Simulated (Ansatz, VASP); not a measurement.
# CdSe: VASP beside Ansatz

POSCAR

```
CdSe
1.0
    0.0000000000      2.8739580000      2.8739580000
    2.8739580000      0.0000000000      2.8739580000
    2.8739580000      2.8739580000      0.0000000000
Cd Se
1 1
Direct
    0.0000000000      0.0000000000      0.0000000000
    0.5000000000      0.5000000000      0.5000000000
```

File INCAR.step1:

```
PREC = Accurate
ENCUT = 600
EDIFF = 1E-5
ISMEAR = -1
SIGMA = 0.05
LREAL = False
LASPH = True
NELM = 80
ALGO = Normal
LWAVE = True
LCHARG = False
GGA = PE
NBANDS = 16
```

INCAR.step2

```
PREC = Accurate
ENCUT = 600
EDIFF = 1E-7
ISMEAR = -1
SIGMA = 0.05
LREAL = False
LASPH = True
NELM = 80
ALGO = Normal
ISIF = 3
LWAVE = False
LCHARG = False
GGA = PS
LHFCALC = True
AEXX = 0.25
HFSCREEN = 0.207
PRECFOCK = Normal
IBRION = 2
NSW = 60
EDIFFG = -0.01
ISTART = 1
```

The input KPOINTS:

```
regular mesh
0
Gamma
  4 4 4
```

The input input:

```
crystal:
  lattice:
    - [0.0, 2.873958, 2.873958]
    - [2.873958, 0.0, 2.873958]
    - [2.873958, 2.873958, 0.0]
  atoms:
    - { symbol: Cd, position: [0.0, 0.0, 0.0] }
    - { symbol: Se, position: [0.5, 0.5, 0.5] }
hamiltonian:
  xc:
    exchange: hjs_pbesol
    correlation: pbesol
    exx: { coeff: 0.25, omega: 0.207 }
  pseudopotentials: { kind: paw }
kpoints:
  mp_grid: { grid: [4, 4, 4] }
scf:
  occupations: { method: fermi_dirac, width: 0.05 }
output:
  forces: true
  stress: true
  eigenvalues: true
relax:
  f_tol: 0.01
  max_steps: 40
  cell: { stress_tol: 0.05 }
```

Alike in both runs: task relaxation of cell and atoms; functional PBEsol-based screened hybrid with a share of 0.25 of exact exchange and HFSCREEN = 0.207; k mesh 4 × 4 × 4; occupations fermi-dirac, width 0.05 eV; no spin polarisation.

|  | VASP | Ansatz |
| --- | --- | --- |
| version | VASP 6.6.1 | Ansatz 0.2.0 |
| potentials or method | VASP PAW PBE potentials, release 64 (Cd, Se) | Ansatz PAW |
| plane-wave cutoff (eV) | 600 | 420 |
| valence electrons in the cell | 18 | 36 |

```tsv
	VASP	Ansatz	Ansatz less VASP
gap on the k mesh at the Fermi level, each at its own relaxed structure (eV)	0.27	0.26	-0.004
relaxed volume (Å³/atom)	22.38	22.32	-0.067
relaxed length of the cell vector where the two differ most in proportion (Å)	3.986	3.982	-0.0040
```

VASP's potentials were made for PBE, not for PBEsol-based screened hybrid. VASP's potentials hold 18 valence electrons a cell and Ansatz's 36, so a difference there can come from the potentials and not from the codes.

The k mesh is coarse, so the values compare programs but aren't converged. Noted on Ansatz's run: the plane-wave basis is chosen anew once the cell has moved, so the energies of steps on either side of that aren't comparable.
